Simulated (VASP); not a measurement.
# Hf2Cl (Fd-3m) in VASP: notebook

Runs on Hf2Cl. Level: PBE. Tasks: single point, relaxation of cell and atoms.

Program: VASP 6.6.1. These are calculated values, not measurements. Logs are shortened: lines on timing, memory, paths and dates and some standing lists are left out, and cuts for length are marked.

## (1) The cell of the first run

Symmetry: Fd-3m, No. 227, cubic system. The conventional cell has a = 8.422 Å, b = 8.422 Å, c = 8.422 Å, α = 90.00°, β = 90.00°, γ = 90.00°. Within 3.9 Å of Hf (site symmetry -3m) lie 6 Hf at 2.98 Å and 6 Cl at 3.49 Å. Cl (site symmetry -43m) has 12 Hf at 3.49 Å and 4 Cl at 3.65 Å within 4.6 Å.

## (2) Single point, PBE

Contents of INCAR:

```
PREC = Accurate ; ENCUT = 520
EDIFF = 1E-6 ; ISMEAR = 0
SIGMA = 0.1 ; LREAL = False
LASPH = True ; NELM = 100
ALGO = Normal ; ISIF = 2
LWAVE = False ; LCHARG = False
GGA = PE ; NBANDS = 36
```

Contents of KPOINTS:

```
Automatic mesh
0
Gamma
  8 8 8
```

Contents of POSCAR:

```
Hf2Cl
1.0
    0.0000000000      4.2108129444      4.2108129444
    4.2108129444      0.0000000000      4.2108129444
    4.2108129444      4.2108129444      0.0000000000
Hf Cl
4 2
Direct
    0.6250000000      0.6250000000      0.6250000000
    0.1250000000      0.6250000000      0.6250000000
    0.6250000000      0.6250000000      0.1250000000
    0.6250000000      0.1250000000      0.6250000000
    0.0000000000      0.0000000000      0.0000000000
    0.2500000000      0.2500000000      0.2500000000
```

Potentials or basis: VASP PAW PBE potentials, release 64 (Hf_pv, Cl).

Run with:

```console
cat potpaw_PBE.64/Hf_pv/POTCAR potpaw_PBE.64/Cl/POTCAR > POTCAR
mpirun -np 1 vasp_std > vasp.out
```

OUTCAR:

```text
PREC = Accurate
   ENCUT = 520
   EDIFF = 1E-6
   ISMEAR = 0
   LREAL = False
   LASPH = True
   NELM = 100
   ISIF = 2
   GGA = PE

 ion  position               nearest neighbor table
   1  0.625  0.625  0.625-   2 2.98   3 2.98   4 2.98   3 2.98   4 2.98   2 2.98
   2  0.125  0.625  0.625-   1 2.98   3 2.98   4 2.98   1 2.98   3 2.98   4 2.98
   3  0.625  0.625  0.125-   1 2.98   1 2.98   2 2.98   4 2.98   4 2.98   2 2.98
   4  0.625  0.125  0.625-   1 2.98   3 2.98   1 2.98   2 2.98   3 2.98   2 2.98
   5  0.000  0.000  0.000-
   6  0.250  0.250  0.250-

  LATTYP: Found a face centered cubic cell.
 ALAT       =     8.4216258888

  Lattice vectors:

 A1 = (   0.0000000000,   4.2108129444,   4.2108129444)
 A2 = (   4.2108129444,   0.0000000000,   4.2108129444)
 A3 = (   4.2108129444,   4.2108129444,   0.0000000000)

Analysis of symmetry for initial positions (statically):
=====================================================================
 Subroutine PRICEL returns:
 Original cell was already a primitive cell.

 Routine SETGRP: Setting up the symmetry group for a
 face centered cubic supercell.

 Subroutine GETGRP returns: Found 48 space group operations
 (whereof 24 operations were pure point group operations)
 out of a pool of 48 trial point group operations.

The static configuration has the point symmetry T_d .
 The point group associated with its full space group is O_h .

Analysis of symmetry for dynamics (positions and initial velocities):
=====================================================================
 Subroutine PRICEL returns:
 Original cell was already a primitive cell.

 Routine SETGRP: Setting up the symmetry group for a
 face centered cubic supercell.

 Subroutine GETGRP returns: Found 48 space group operations
 (whereof 24 operations were pure point group operations)
 out of a pool of 48 trial point group operations.

The dynamic configuration has the point symmetry T_d .
 The point group associated with its full space group is O_h .

 Subroutine INISYM returns: Found 48 space group operations
 (whereof 24 operations are pure point group operations),
 and found     1 'primitive' translations

----------------------------------------------------------------------------------------

                                     Primitive cell

  volume of cell :     149.3234

  direct lattice vectors                    reciprocal lattice vectors
     0.000000000  4.210812944  4.210812944    -0.118741917  0.118741917  0.118741917
     4.210812944  0.000000000  4.210812944     0.118741917 -0.118741917  0.118741917
     4.210812944  4.210812944  0.000000000     0.118741917  0.118741917 -0.118741917

  length of vectors
     5.954988775  5.954988775  5.954988775     0.205667033  0.205667033  0.205667033

  position of ions in fractional coordinates (direct lattice)
     0.625000000  0.625000000  0.625000000
     0.125000000  0.625000000  0.625000000
     0.625000000  0.625000000  0.125000000
     0.625000000  0.125000000  0.625000000
     0.000000000  0.000000000  0.000000000
     0.250000000  0.250000000  0.250000000

  ion indices of the primitive-cell ions
   primitive index   ion index
                 1           1
                 2           2
                 3           3
                 4           4
                 5           5
                 6           6

----------------------------------------------------------------------------------------

 KPOINTS: Automatic mesh

Automatic generation of k-mesh.
 Grid dimensions read from file:
 generate k-points for:    8    8    8

 Generating k-lattice:

  Cartesian coordinates                     Fractional coordinates (reciprocal lattice)
    -0.014842740  0.014842740  0.014842740     0.125000000  0.000000000  0.000000000
     0.014842740 -0.014842740  0.014842740     0.000000000  0.125000000  0.000000000
     0.014842740  0.014842740 -0.014842740     0.000000000  0.000000000  0.125000000

  Length of vectors
     0.025708379  0.025708379  0.025708379

  Shift w.r.t. Gamma in fractional coordinates (k-lattice)
     0.000000000  0.000000000  0.000000000

 Subroutine IBZKPT returns following result:
 ===========================================

 Found     29 irreducible k-points:

 Following reciprocal coordinates:
            Coordinates               Weight
  0.000000  0.000000  0.000000      1.000000
  0.125000  0.000000  0.000000      8.000000
  0.250000  0.000000  0.000000      8.000000
  0.375000  0.000000  0.000000      8.000000
  0.500000  0.000000  0.000000      4.000000
  0.125000  0.125000  0.000000      6.000000
[... 16 lines left out ...]
  0.500000  0.250000  0.125000     48.000000
 -0.375000  0.250000  0.125000     24.000000
 [... further k-points ...]
   k-points           NKPTS =     29   k-points in BZ     NKDIM =     29   number of bands    NBANDS=     36
   number of dos      NEDOS =    301   number of ions     NIONS =      6
   total plane-waves  NPLWV = 110592
   dimension x,y,z NGX =    48 NGY =   48 NGZ =   48
   dimension x,y,z NGXF=    96 NGYF=   96 NGZF=   96
   ions per type =               4   2
   NGX,Y,Z   is equivalent  to a cutoff of  13.40, 13.40, 13.40 a.u.
   NGXF,Y,Z  is equivalent  to a cutoff of  26.80, 26.80, 26.80 a.u.
 SYSTEM =  unknown system
   PREC   = accura    normal or accurate (medium, high low for compatibility)
   ISTART =      0    job   : 0-new  1-cont  2-samecut
   ICHARG =      2    charge: 1-file 2-atom 10-const
   ISPIN  =      1    spin polarized calculation?
   LNONCOLLINEAR =      F non collinear calculations
   LSORBIT =      F    spin-orbit coupling
   LASPH  =      T    aspherical Exc in radial PAW
   ENCUT  =  520.0 eV  38.22 Ry    6.18 a.u.  11.07 11.07 11.07*2*pi/ulx,y,z
   NELM   =    100;   NELMIN=  2; NELMDL= -5     # of ELM steps
   EDIFF  = 0.1E-05   stopping-criterion for ELM
   LREAL  =      F    real-space projection
   EDIFFG = 0.1E-04   stopping-criterion for IOM
   NSW    =      0    number of steps for IOM
   IBRION =     -1    ionic relax: 0-MD 1-quasi-New 2-CG
   NFREE  =      0    steps in history (QN), initial steepest desc. (CG)
   ISIF   =      2    stress and relaxation
   ISYM   =      2    0-nonsym 1-usesym 2-fastsym
   POTIM  = 0.5000    time-step for ionic-motion
   TEBEG  =    0.0;   TEEND  =   0.0 temperature during run
   PSTRESS=    0.0 pullay stress
   NELECT =      54.0000    total number of electrons
   NUPDOWN=      -1.0000    fix difference up-down
   EMIN   =  10.00;   EMAX   =-10.00  energy-range for DOS
   EFERMI =   0.00;   METHOD = LEGACY
   ISMEAR =     0;   SIGMA  =   0.10  broadening in eV -4-tet -1-fermi 0-gaus
   EFERMI_NEDOS =   21; number of points for ismear=-14 and -15
   IALGO  =     38    algorithm
   IMIX   =      4    mixing-type and parameters
     AMIX     =   0.40;   BMIX     =  1.00
     AMIX_MAG =   1.60;   BMIX_MAG =  1.00
  volume/ion in A,a.u.               =      24.89       167.95
  Fermi-wavevector in a.u.,A,eV,Ry     =   1.166353  2.204088 18.509095  1.360380
  Thomas-Fermi vector in A             =   2.302868
   LORBIT       =      0    0 simple, 1 ext, 2 COOP (PROOUT), +10 PAW based schemes
   GGA     = PE    functional components
   LHFCALC =     F    Hartree Fock is set to
   AEXX    =    0.0000 exact exchange contribution
   IVDW    =     0    specifies the selected vdW correction
   LEPSILON=     F    determine dielectric tensor
   LRPA    =     F    only Hartree local field effects (RPA)
 non-spin polarized calculation
 Gauss-broadening in eV      SIGMA  =   0.10
  energy-cutoff  :      520.00
  volume of cell :      149.32
 maximum number of plane-waves:      4044
 NGX is ok and might be reduce to    48
   NGX = 23   NGY = 23   NGZ = 23

 number of electron      54.0000003 magnetization

 Free energy of the ion-electron system (eV)
  ---------------------------------------------------
  ext. energy  EPLUGINS =         0.00000000
  ---------------------------------------------------
  free energy    TOTEN  =       -39.04381689 eV

  energy without entropy =      -39.00438015  energy(sigma->0) =      -39.02409852

 E-fermi :   4.1866     XC(G=0): -10.0536

 val. band max:        4.1821090734   @ k =  -0.3750   0.2500   0.0000
 cond. band min:       4.2050823042   @ k =  -0.2500   0.5000   0.2500
 fundamental gap:      0.0229732308
 Fermi energy:         4.1865870475

 k-point     1 :       0.0000    0.0000    0.0000
  band No.  band energies     occupation
      1     -27.2389      2.00000
      2     -27.0325      2.00000
      3     -27.0325      2.00000
      4     -27.0325      2.00000
      5     -26.9457      2.00000
      6     -26.9457      2.00000
[... 28 lines left out ...]
     35       7.6996      0.00000
     36       7.7100      0.00000

 k-point     2 :       0.1250    0.0000    0.0000
  band No.  band energies     occupation
      1     -27.2127      2.00000
      2     -27.0243      2.00000
      3     -27.0215      2.00000
      4     -27.0215      2.00000
      5     -26.9391      2.00000
      6     -26.9391      2.00000
[... 28 lines left out ...]
     35       7.2474      0.00000
     36       7.2474      0.00000

 k-point     3 :       0.2500    0.0000    0.0000
  band No.  band energies     occupation
      1     -27.1551      2.00000
      2     -27.0008      2.00000
      3     -27.0008      2.00000
      4     -26.9851      2.00000
      5     -26.9099      2.00000
      6     -26.9099      2.00000
[... 28 lines left out ...]
     35       6.6445      0.00000
     36       6.6445      0.00000

 k-point     4 :       0.3750    0.0000    0.0000
  band No.  band energies     occupation
      1     -27.1178      2.00000
      2     -26.9895      2.00000
      3     -26.9895      2.00000
      4     -26.8877      2.00000
      5     -26.8487      2.00000
      6     -26.8487      2.00000
[... 28 lines left out ...]
     35       6.2736      0.00000
     36       6.2736      0.00000

 k-point     5 :       0.5000    0.0000    0.0000
  band No.  band energies     occupation
      1     -27.1087      2.00000
      2     -26.9867      2.00000
      3     -26.9867      2.00000
      4     -26.8096      2.00000
      5     -26.7910      2.00000
      6     -26.7910      2.00000
[... 655 lines left out ...]
 k-point    22 :       0.3750    0.2500    0.1250
  band No.  band energies     occupation
      1     -27.0943      2.00000
      2     -27.0087      2.00000
      3     -26.9702      2.00000
      4     -26.9538      2.00000
      5     -26.9150      2.00000
      6     -26.8525      2.00000
[... 28 lines left out ...]
     35       6.4121      0.00000
     36       6.6305      0.00000

 k-point    23 :       0.5000    0.2500    0.1250
  band No.  band energies     occupation
      1     -27.0533      2.00000
      2     -26.9818      2.00000
      3     -26.9410      2.00000
      4     -26.9327      2.00000
      5     -26.8558      2.00000
      6     -26.7671      2.00000
[... 28 lines left out ...]
     35       6.0280      0.00000
     36       6.4175      0.00000

 k-point    24 :      -0.3750    0.2500    0.1250
  band No.  band energies     occupation
      1     -27.0455      2.00000
      2     -26.9756      2.00000
      3     -26.9328      2.00000
      4     -26.8723      2.00000
      5     -26.8324      2.00000
      6     -26.7497      2.00000
[... 28 lines left out ...]
     35       5.9879      0.00000
     36       6.1334      0.00000

 [... further k-points ...]

------------------------ aborting loop because EDIFF is reached ----------------------------------------

  FORCE on cell =-STRESS in cart. coord.  units (eV):
  Direction    XX          YY          ZZ          XY          YZ          ZX
  --------------------------------------------------------------------------------------
  -------------------------------------------------------------------------------------
  Total       -0.2295586     -0.2295586     -0.2295586     -0.0000000      0.0000000     -0.0000000
  in kB       -2.4630675     -2.4630675     -2.4630675     -0.0000000      0.0000000     -0.0000000
  external PRESSURE =      -2.4630675 kB  Pullay stress =       0.0000000 kB

 VOLUME and BASIS-vectors are now :
 -----------------------------------------------------------------------------
  energy-cutoff  :      520.00
  volume of cell :      149.32
      direct lattice vectors                 reciprocal lattice vectors
     0.000000000  4.210812944  4.210812944    -0.118741917  0.118741917  0.118741917
     4.210812944  0.000000000  4.210812944     0.118741917 -0.118741917  0.118741917
     4.210812944  4.210812944  0.000000000     0.118741917  0.118741917 -0.118741917

 POSITION                                       TOTAL-FORCE (eV/Angst)
 -----------------------------------------------------------------------------------
      5.26352      5.26352      5.26352        -0.000000     -0.000000     -0.000000
      5.26352      3.15811      3.15811        -0.000000     -0.000000     -0.000000
      3.15811      3.15811      5.26352        -0.000000     -0.000000     -0.000000
      3.15811      5.26352      3.15811        -0.000000     -0.000000     -0.000000
      0.00000      0.00000      0.00000         0.000000      0.000000      0.000000
      2.10541      2.10541      2.10541        -0.000000     -0.000000     -0.000000
 -----------------------------------------------------------------------------------
    total drift:                                0.000000      0.000000     -0.000000

  FREE ENERGIE OF THE ION-ELECTRON SYSTEM (eV)
  ---------------------------------------------------
  free  energy   TOTEN  =       -39.0438168888 eV

  energy  without entropy=      -39.0043801544  energy(sigma->0) =      -39.02409852
```

Run time: 4.1 min. Hardware: 1 thread of AMD EPYC 7R43 (Zen 3), shared host; peak memory 0.33 GiB.

Results:

| Property | Result |
| --- | --- |
| Free energy | -39.0438 eV |
| Pressure | -0.2 GPa |
| Band gap on the k mesh | zero (band 27 reaches 4.71 eV, above the bottom of band 28 at 4.09 eV) |

Levels at points of the mesh, in eV from the Fermi level:
```tsv
k point	band 23	band 24	band 25	band 26	band 27	band 28	band 29	band 30	band 31	band 32
(0.00, 0.00, 0.00)	-2.39	-2.39	-1.85	-0.60	-0.60	0.76	0.76	0.76	2.52	3.18
(0.50, 0.00, 0.00)	-1.64	-1.64	-1.18	-0.05	0.53	0.53	0.68	0.68	0.74	0.78
(0.50, 0.50, 0.00)	-0.42	-0.42	-0.15	-0.15	0.20	0.20	0.56	0.56	0.73	0.73
```

Caveat: spin-orbit coupling is left out, which moves the levels of the heavy elements.

[end of part 1 of 2]
